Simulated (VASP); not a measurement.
# LiF (nc) (Fm-3m) in VASP: notebook

The runs below take LiF (nc) through single point, relaxation of cell and atoms, with PBE.

Everything below comes from runs of VASP 6.6.1. Logs are shortened: lines on timing, memory, paths and dates and some standing lists are left out, and cuts for length are marked.

**1. The cell of the first run**

It takes space group Fm-3m (No. 225, cubic). The conventional cell has a = 4.065 Å, b = 4.065 Å, c = 4.065 Å, α = 90.00°, β = 90.00°, γ = 90.00°. Within 2.7 Å of Li (site symmetry m-3m) lie 6 F at 2.03 Å. F (site symmetry m-3m) has 6 Li at 2.03 Å within 2.7 Å.

**2. Single point, PBE**

INCAR reads:

```
SYSTEM = LiF
ALGO = Normal
EDIFF = 1E-7
ENCUT = 520
GGA = PE
ISIF = 2
ISMEAR = 0
LASPH = .True.
LCHARG = .False.
LREAL = .False.
LWAVE = .False.
NBANDS = 12
NELM = 100
PREC = Accurate
SIGMA = 0.02
```

KPOINTS reads:

```
k-points
0
Gamma
  10 10 10
  0 0 0
```

POSCAR reads:

```
LiF
1.0
    0.0000000000      2.0324751770      2.0324751770
    2.0324751770      0.0000000000      2.0324751770
    2.0324751770      2.0324751770      0.0000000000
Li F
1 1
Direct
    0.0000000000      0.0000000000      0.0000000000
    0.5000000000      0.5000000000      0.5000000000
```

Potentials or basis: VASP PAW PBE potentials, release 64 (Li_sv, F).

On the command line:

```
$ cat potpaw_PBE.64/Li_sv/POTCAR potpaw_PBE.64/F/POTCAR > POTCAR
$ mpirun -np 1 vasp_std > vasp.out
```

OUTCAR:

```text
SYSTEM = LiF
   EDIFF = 1E-7
   ENCUT = 520
   GGA = PE
   ISIF = 2
   ISMEAR = 0
   LASPH = .True.
   LREAL = .False.
   NELM = 100
   PREC = Accurate

 ion  position               nearest neighbor table
   1  0.000  0.000  0.000-   2 2.03   2 2.03   2 2.03   2 2.03   2 2.03   2 2.03
   2  0.500  0.500  0.500-   1 2.03   1 2.03   1 2.03   1 2.03   1 2.03   1 2.03

  LATTYP: Found a face centered cubic cell.
 ALAT       =     4.0649503540

  Lattice vectors:

 A1 = (   0.0000000000,   2.0324751770,   2.0324751770)
 A2 = (   2.0324751770,   0.0000000000,   2.0324751770)
 A3 = (   2.0324751770,   2.0324751770,   0.0000000000)

Analysis of symmetry for initial positions (statically):
=====================================================================
 Subroutine PRICEL returns:
 Original cell was already a primitive cell.

 Routine SETGRP: Setting up the symmetry group for a
 face centered cubic supercell.

 Subroutine GETGRP returns: Found 48 space group operations
 (whereof 48 operations were pure point group operations)
 out of a pool of 48 trial point group operations.

The static configuration has the point symmetry O_h .

Analysis of symmetry for dynamics (positions and initial velocities):
=====================================================================
 Subroutine PRICEL returns:
 Original cell was already a primitive cell.

 Routine SETGRP: Setting up the symmetry group for a
 face centered cubic supercell.

 Subroutine GETGRP returns: Found 48 space group operations
 (whereof 48 operations were pure point group operations)
 out of a pool of 48 trial point group operations.

The dynamic configuration has the point symmetry O_h .

 Subroutine INISYM returns: Found 48 space group operations
 (whereof 48 operations are pure point group operations),
 and found     1 'primitive' translations

----------------------------------------------------------------------------------------

                                     Primitive cell

  volume of cell :      16.7921

  direct lattice vectors                    reciprocal lattice vectors
     0.000000000  2.032475177  2.032475177    -0.246005464  0.246005464  0.246005464
     2.032475177  0.000000000  2.032475177     0.246005464 -0.246005464  0.246005464
     2.032475177  2.032475177  0.000000000     0.246005464  0.246005464 -0.246005464

  length of vectors
     2.874353961  2.874353961  2.874353961     0.426093963  0.426093963  0.426093963

  position of ions in fractional coordinates (direct lattice)
     0.000000000  0.000000000  0.000000000
     0.500000000  0.500000000  0.500000000

  ion indices of the primitive-cell ions
   primitive index   ion index
                 1           1
                 2           2

----------------------------------------------------------------------------------------

 KPOINTS: k-points

Automatic generation of k-mesh.
 Grid dimensions read from file:
 generate k-points for:   10   10   10

 Generating k-lattice:

  Cartesian coordinates                     Fractional coordinates (reciprocal lattice)
    -0.024600546  0.024600546  0.024600546     0.100000000  0.000000000  0.000000000
     0.024600546 -0.024600546  0.024600546     0.000000000  0.100000000  0.000000000
     0.024600546  0.024600546 -0.024600546     0.000000000  0.000000000  0.100000000

  Length of vectors
     0.042609396  0.042609396  0.042609396

  Shift w.r.t. Gamma in fractional coordinates (k-lattice)
     0.000000000  0.000000000  0.000000000

 Subroutine IBZKPT returns following result:
 ===========================================

 Found     47 irreducible k-points:

 Following reciprocal coordinates:
            Coordinates               Weight
  0.000000  0.000000  0.000000      1.000000
  0.100000  0.000000  0.000000      8.000000
  0.200000  0.000000  0.000000      8.000000
  0.300000  0.000000  0.000000      8.000000
  0.400000  0.000000  0.000000      8.000000
  0.500000  0.000000  0.000000      4.000000
[... 16 lines left out ...]
  0.300000  0.300000  0.000000      6.000000
  0.400000  0.300000  0.000000     24.000000
 [... further k-points ...]
   k-points           NKPTS =     47   k-points in BZ     NKDIM =     47   number of bands    NBANDS=     12
   number of dos      NEDOS =    301   number of ions     NIONS =      2
   total plane-waves  NPLWV =  13824
   dimension x,y,z NGX =    24 NGY =   24 NGZ =   24
   dimension x,y,z NGXF=    48 NGYF=   48 NGZF=   48
   ions per type =               1   1
   NGX,Y,Z   is equivalent  to a cutoff of  13.88, 13.88, 13.88 a.u.
   NGXF,Y,Z  is equivalent  to a cutoff of  27.76, 27.76, 27.76 a.u.
 SYSTEM =  LiF
   PREC   = accura    normal or accurate (medium, high low for compatibility)
   ISTART =      0    job   : 0-new  1-cont  2-samecut
   ICHARG =      2    charge: 1-file 2-atom 10-const
   ISPIN  =      1    spin polarized calculation?
   LNONCOLLINEAR =      F non collinear calculations
   LSORBIT =      F    spin-orbit coupling
   LASPH  =      T    aspherical Exc in radial PAW
   ENCUT  =  520.0 eV  38.22 Ry    6.18 a.u.   5.34  5.34  5.34*2*pi/ulx,y,z
   NELM   =    100;   NELMIN=  2; NELMDL= -5     # of ELM steps
   EDIFF  = 0.1E-06   stopping-criterion for ELM
   LREAL  =      F    real-space projection
   EDIFFG = 0.1E-05   stopping-criterion for IOM
   NSW    =      0    number of steps for IOM
   IBRION =     -1    ionic relax: 0-MD 1-quasi-New 2-CG
   NFREE  =      0    steps in history (QN), initial steepest desc. (CG)
   ISIF   =      2    stress and relaxation
   ISYM   =      2    0-nonsym 1-usesym 2-fastsym
   POTIM  = 0.5000    time-step for ionic-motion
   TEBEG  =    0.0;   TEEND  =   0.0 temperature during run
   PSTRESS=    0.0 pullay stress
   NELECT =      10.0000    total number of electrons
   NUPDOWN=      -1.0000    fix difference up-down
   EMIN   =  10.00;   EMAX   =-10.00  energy-range for DOS
   EFERMI =   0.00;   METHOD = LEGACY
   ISMEAR =     0;   SIGMA  =   0.02  broadening in eV -4-tet -1-fermi 0-gaus
   EFERMI_NEDOS =   21; number of points for ismear=-14 and -15
   IALGO  =     38    algorithm
   IMIX   =      4    mixing-type and parameters
     AMIX     =   0.40;   BMIX     =  1.00
     AMIX_MAG =   1.60;   BMIX_MAG =  1.00
  volume/ion in A,a.u.               =       8.40        56.66
  Fermi-wavevector in a.u.,A,eV,Ry     =   1.377335  2.602786 25.810955  1.897052
  Thomas-Fermi vector in A             =   2.502498
   LORBIT       =      0    0 simple, 1 ext, 2 COOP (PROOUT), +10 PAW based schemes
   GGA     = PE    functional components
   LHFCALC =     F    Hartree Fock is set to
   AEXX    =    0.0000 exact exchange contribution
   IVDW    =     0    specifies the selected vdW correction
   LEPSILON=     F    determine dielectric tensor
   LRPA    =     F    only Hartree local field effects (RPA)
 non-spin polarized calculation
 Gauss-broadening in eV      SIGMA  =   0.02
  energy-cutoff  :      520.00
  volume of cell :       16.79
 maximum number of plane-waves:       465
 NGX is ok and might be reduce to    24
   NGX = 11   NGY = 11   NGZ = 11

 number of electron      10.0000000 magnetization

 number of electron       9.9999992 magnetization

 Free energy of the ion-electron system (eV)
  ---------------------------------------------------
  ext. energy  EPLUGINS =         0.00000000
  ---------------------------------------------------
  free energy    TOTEN  =        -9.64087507 eV

  energy without entropy =       -9.64087507  energy(sigma->0) =       -9.64087507

 E-fermi :  -1.0206     XC(G=0):  -9.8497

 val. band max:       -1.1813388888   @ k =   0.0000   0.0000   0.0000
 cond. band min:       7.6668689158   @ k =   0.0000   0.0000   0.0000
 fundamental gap:      8.8482078046
 Fermi energy:        -1.0205776683

 k-point     1 :       0.0000    0.0000    0.0000
  band No.  band energies     occupation
      1     -42.1649      2.00000
      2     -21.0816      2.00000
      3      -1.1813      2.00000
      4      -1.1813      2.00000
      5      -1.1813      2.00000
      6       7.6669      0.00000
      7      22.4244      0.00000
      8      22.4244      0.00000
      9      22.4244      0.00000
     10      22.8728      0.00000
     11      22.8728      0.00000
     12      22.8728      0.00000

 k-point     2 :       0.1000    0.0000    0.0000
  band No.  band energies     occupation
      1     -42.1599      2.00000
      2     -21.0442      2.00000
      3      -1.4609      2.00000
      4      -1.2034      2.00000
      5      -1.2034      2.00000
      6       7.9610      0.00000
      7      19.8377      0.00000
      8      21.2229      0.00000
      9      21.2230      0.00000
     10      23.8802      0.00000
     11      23.8802      0.00000
     12      23.8875      0.00000

 k-point     3 :       0.2000    0.0000    0.0000
  band No.  band energies     occupation
      1     -42.1470      2.00000
      2     -20.9451      2.00000
      3      -2.1294      2.00000
      4      -1.2598      2.00000
      5      -1.2598      2.00000
      6       8.6186      0.00000
      7      17.3936      0.00000
      8      19.7643      0.00000
      9      19.7643      0.00000
     10      24.8283      0.00000
     11      25.2104      0.00000
     12      25.2104      0.00000

 k-point     4 :       0.3000    0.0000    0.0000
  band No.  band energies     occupation
      1     -42.1309      2.00000
      2     -20.8171      2.00000
      3      -2.8673      2.00000
      4      -1.3274      2.00000
      5      -1.3273      2.00000
      6       9.1981      0.00000
      7      15.8990      0.00000
      8      18.5487      0.00000
      9      18.5487      0.00000
     10      26.1449      0.00000
     11      26.8553      0.00000
     12      26.8553      0.00000

 k-point     5 :       0.4000    0.0000    0.0000
  band No.  band energies     occupation
      1     -42.1180      2.00000
      2     -20.7101      2.00000
      3      -3.4158      2.00000
      4      -1.3802      2.00000
      5      -1.3802      2.00000
      6       9.4264      0.00000
      7      15.3258      0.00000
      8      17.7642      0.00000
      9      17.7642      0.00000
     10      27.6791      0.00000
     11      28.5373      0.00000
     12      28.5373      0.00000
[... 228 lines left out ...]
      1     -42.1138      2.00000
      2     -20.6472      2.00000
      3      -3.1150      2.00000
      4      -2.2855      2.00000
      5      -1.4144      2.00000
      6      10.5572      0.00000
      7      14.4995      0.00000
      8      17.9111      0.00000
      9      17.9864      0.00000
     10      27.2846      0.00000
     11      27.5580      0.00000
     12      27.8156      0.00000

 k-point    22 :      -0.2000    0.2000    0.0000
  band No.  band energies     occupation
      1     -42.1258      2.00000
      2     -20.7609      2.00000
      3      -2.7339      2.00000
      4      -2.0099      2.00000
      5      -1.2863      2.00000
      6       9.8758      0.00000
      7      15.2920      0.00000
      8      18.3145      0.00000
      9      18.5502      0.00000
     10      25.7617      0.00000
     11      26.0559      0.00000
     12      28.5205      0.00000

 k-point    23 :       0.3000    0.3000    0.0000
  band No.  band energies     occupation
      1     -42.1211      2.00000
      2     -20.6855      2.00000
      3      -3.0180      2.00000
      4      -1.8166      2.00000
      5      -1.8166      2.00000
      6      10.8219      0.00000
      7      16.5935      0.00000
      8      17.5817      0.00000
      9      18.9285      0.00000
     10      18.9285      0.00000
     11      32.6587      0.00000
     12      32.9473      0.00000

 k-point    24 :       0.4000    0.3000    0.0000
  band No.  band energies     occupation
      1     -42.1115      2.00000
      2     -20.5822      2.00000
      3      -3.4151      2.00000
      4      -2.0185      2.00000
      5      -1.9111      2.00000
      6      11.6458      0.00000
      7      15.4368      0.00000
      8      17.0668      0.00000
      9      18.6792      0.00000
     10      19.7426      0.00000
     11      32.1149      0.00000
     12      33.2460      0.00000

 [... further k-points ...]

------------------------ aborting loop because EDIFF is reached ----------------------------------------

  FORCE on cell =-STRESS in cart. coord.  units (eV):
  Direction    XX          YY          ZZ          XY          YZ          ZX
  --------------------------------------------------------------------------------------
  -------------------------------------------------------------------------------------
  Total       -0.0303506     -0.0303506     -0.0303506      0.0000000      0.0000000     -0.0000000
  in kB       -2.8958220     -2.8958220     -2.8958220      0.0000000      0.0000000     -0.0000000
  external PRESSURE =      -2.8958220 kB  Pullay stress =       0.0000000 kB

 VOLUME and BASIS-vectors are now :
 -----------------------------------------------------------------------------
  energy-cutoff  :      520.00
  volume of cell :       16.79
      direct lattice vectors                 reciprocal lattice vectors
     0.000000000  2.032475177  2.032475177    -0.246005464  0.246005464  0.246005464
     2.032475177  0.000000000  2.032475177     0.246005464 -0.246005464  0.246005464
     2.032475177  2.032475177  0.000000000     0.246005464  0.246005464 -0.246005464

 POSITION                                       TOTAL-FORCE (eV/Angst)
 -----------------------------------------------------------------------------------
      0.00000      0.00000      0.00000        -0.000000     -0.000000      0.000000
      2.03248      2.03248      2.03248         0.000000      0.000000     -0.000000
 -----------------------------------------------------------------------------------
    total drift:                               -0.000000     -0.000000      0.000000

  FREE ENERGIE OF THE ION-ELECTRON SYSTEM (eV)
  ---------------------------------------------------
  free  energy   TOTEN  =        -9.6408750725 eV

  energy  without entropy=       -9.6408750725  energy(sigma->0) =       -9.64087507
```

Run time: 3.7 s. Hardware: 1 thread of Intel Xeon 6975P-C (Granite Rapids), shared host; peak memory 0.12 GiB.

Results:

```
Free energy            : -9.6409 eV
Band gap on the k mesh : 8.85 eV, direct
```

Levels at points of the mesh, in eV from the valence-band top:
```tsv
k point	band 1	band 2	band 3	band 4	band 5	band 6	band 7	band 8	band 9	band 10
(0.00, 0.00, 0.00)	-40.98	-19.90	0.00	0.00	0.00	8.85	23.61	23.61	23.61	24.05
(0.50, 0.00, 0.00)	-40.93	-19.49	-2.44	-0.22	-0.22	10.63	16.42	18.68	18.68	29.87
(0.50, 0.50, 0.00)	-40.92	-19.24	-2.89	-0.96	-0.96	14.55	16.34	17.12	19.91	19.91
```

Caveat: the cutoff is under 1.25 times the usual one of these potentials, so pressure, stress and relaxed cells hold a basis-set (Pulay) error.

(Part 1 of 2 ends here.)
